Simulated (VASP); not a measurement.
Set up this calculation in VASP 6.6.1, as the native input.

- Task: single point
- Functional: PBE
- Potentials or basis: VASP PAW PBE potentials, release 64 (Si, Ni)
- Cutoff: 520 eV
- k mesh: 8 × 8 × 8
- Occupations: gaussian, width 0.15 eV
- Spin: no spin polarisation
- Dipole correction: no
- Further INCAR settings: ALGO = Fast; EDIFF = 1e-06; NBANDS = 44

The structure of SiNi3 lies in POSCAR:

```
SiNi3
1.0
   -3.5062596404      0.0000000000     -3.5062596404
    0.0000000000     -3.5062596404     -3.5062596404
   -3.5062596404     -3.5062596404      0.0000000000
Si Ni
2 6
Direct
    0.0000000000      0.0000000000      0.0000000000
    0.5000000000      0.5000000000      0.5000000000
    0.5000000000      0.0000000000      0.5000000000
    0.0000000000      0.5000000000      0.0000000000
    0.5000000000      0.0000000000      0.0000000000
    0.0000000000      0.5000000000      0.5000000000
    0.5000000000      0.5000000000      0.0000000000
    1.0000000000      1.0000000000      0.5000000000
```

These files were run (other wordings do the same):

INCAR

```
SYSTEM = SiNi3
  ALGO = Fast
  EDIFF = 1E-6
  ENCUT = 520
  GGA = PE
  ISIF = 2
  ISMEAR = 0
  LASPH = .True.
  LCHARG = .False.
  LREAL = .False.
  LWAVE = .False.
  NBANDS = 44
  NELM = 100
  PREC = Accurate
  SIGMA = 0.15
```

KPOINTS

```
k-points
0
Gamma
  8 8 8
  0 0 0
```

Potentials or basis: VASP PAW PBE potentials, release 64 (Si, Ni).

Launch:

```sh
$ cat potpaw_PBE.64/Si/POTCAR potpaw_PBE.64/Ni/POTCAR > POTCAR
$ mpirun -np 1 vasp_std > vasp.out
```

Results of the run:

```
Pressure               : 0.1 GPa
Band gap on the k mesh : zero (band 34 reaches 10.68 eV, above the bottom of band 35 at 10.44 eV)
```

Wall time 2.6 min on 1 thread of Intel(R) Xeon(R) Platinum 8488C (Sapphire Rapids) (shared host), peak memory 0.28 GiB.
